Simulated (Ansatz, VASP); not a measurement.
**One calculation of Be16CO, two programs**

Contents of INCAR:

```
PREC = Accurate
ENCUT = 520
EDIFF = 1E-7
ISMEAR = 0
SIGMA = 0.1
LREAL = Auto
LASPH = T
NELM = 60
ALGO = Normal
ISIF = 2
LWAVE = F
LCHARG = F
LDIPOL = T
IDIPOL = 3
DIPOL = 0.5 0.5 0.309
GGA = PE
NBANDS = 36
```

KPOINTS

```
regular mesh
0
Gamma
  6 6 1
```

File POSCAR:

```
Be16CO
1.0
    4.5254381410      0.0000000000      0.0000000000
   -2.2627190705      3.9191443934      0.0000000000
    0.0000000000      0.0000000000     23.4761687145
Be C O
16 1 1
Direct
    0.3333333333      0.1666666667      0.1703855535
    0.3333333333      0.6666666667      0.1703855535
    0.8333333333      0.1666666667      0.1703855535
    0.8333333333      0.6666666667      0.1703855535
    0.1666666667      0.3333333333      0.2463521558
    0.1666666667      0.8333333333      0.2463521558
    0.6666666667      0.3333333333      0.2463521558
    0.6666666667      0.8333333333      0.2463521558
    0.3333333333      0.1666666667      0.3241941575
    0.3333333333      0.6666666667      0.3241941575
    0.8333333333      0.1666666667      0.3241941575
    0.8333333333      0.6666666667      0.3241941575
    0.1666666667      0.3333333333      0.4036505628
    0.1666666667      0.8333333333      0.4036505628
    0.6666666667      0.3333333333      0.4036505628
    0.6666666667      0.8333333333      0.4036505628
    0.1666666667      0.3333333333      0.4828798452
    0.3096154644      0.1903845356      0.4956685628
```

Input for Ansatz:

```yaml
crystal:
  lattice:
    - [4.525438141, 0.0, 0.0]
    - [-2.2627190705, 3.9191443934, 0.0]
    - [0.0, 0.0, 23.4761687145]
  atoms:
    - { symbol: Be, position: [0.3333333333, 0.1666666667, 0.1703855535] }
    - { symbol: Be, position: [0.3333333333, 0.6666666667, 0.1703855535] }
    - { symbol: Be, position: [0.8333333333, 0.1666666667, 0.1703855535] }
    - { symbol: Be, position: [0.8333333333, 0.6666666667, 0.1703855535] }
    - { symbol: Be, position: [0.1666666667, 0.3333333333, 0.2463521558] }
    - { symbol: Be, position: [0.1666666667, 0.8333333333, 0.2463521558] }
    - { symbol: Be, position: [0.6666666667, 0.3333333333, 0.2463521558] }
    - { symbol: Be, position: [0.6666666667, 0.8333333333, 0.2463521558] }
    - { symbol: Be, position: [0.3333333333, 0.1666666667, 0.3241941575] }
    - { symbol: Be, position: [0.3333333333, 0.6666666667, 0.3241941575] }
    - { symbol: Be, position: [0.8333333333, 0.1666666667, 0.3241941575] }
    - { symbol: Be, position: [0.8333333333, 0.6666666667, 0.3241941575] }
    - { symbol: Be, position: [0.1666666667, 0.3333333333, 0.4036505628] }
    - { symbol: Be, position: [0.1666666667, 0.8333333333, 0.4036505628] }
    - { symbol: Be, position: [0.6666666667, 0.3333333333, 0.4036505628] }
    - { symbol: Be, position: [0.6666666667, 0.8333333333, 0.4036505628] }
    - { symbol: C, position: [0.1666666667, 0.3333333333, 0.4828798452] }
    - { symbol: O, position: [0.3096154644, 0.1903845356, 0.4956685628] }
basis:
  ecutwfc: 420
kpoints:
  mp_grid: { grid: [6, 6, 1] }
hamiltonian:
  xc: pbe
scf:
  occupations: { method: gaussian, width: 0.1 }
output:
  forces: true
  eigenvalues: true
  write_density: true
  write_potential: true
  elf: true
  volumetric_format: npy
efield:
  axis: 3
  dipole_correction: true
  ramp_width: 0.04
```

Alike in both runs: task single point; functional PBE; k mesh 6 × 6 × 1; occupations gaussian, width 0.1 eV; no spin polarisation.

|  | VASP | Ansatz |
| --- | --- | --- |
| version | VASP 6.6.1 | Ansatz 0.2.0 |
| potentials or method | VASP PAW PBE potentials, release 64 (Be, C, O), cutoff 520 eV | scalar-relativistic, plane waves, PAW |
| valence electrons in the cell | 42 | 42 |

Ansatz gave:

| Property | Result |
| --- | --- |
| gap on the k mesh at the Fermi level (eV) | none |
| rms of the force components (eV/Å) | 0.358 |

What did VASP give for the same quantities?

gap on the k mesh at the Fermi level (eV): none; rms of the force components (eV/Å): 0.407.

Atom by atom the forces differ by 0.155 eV/Å (rms over components). A gap of «none» marks a metal or a gap that the smearing closes. Ansatz's warnings: xc potential rough in thin density.

Noted on VASP's run: the standard files for N, O and F lose accuracy on very short bonds.
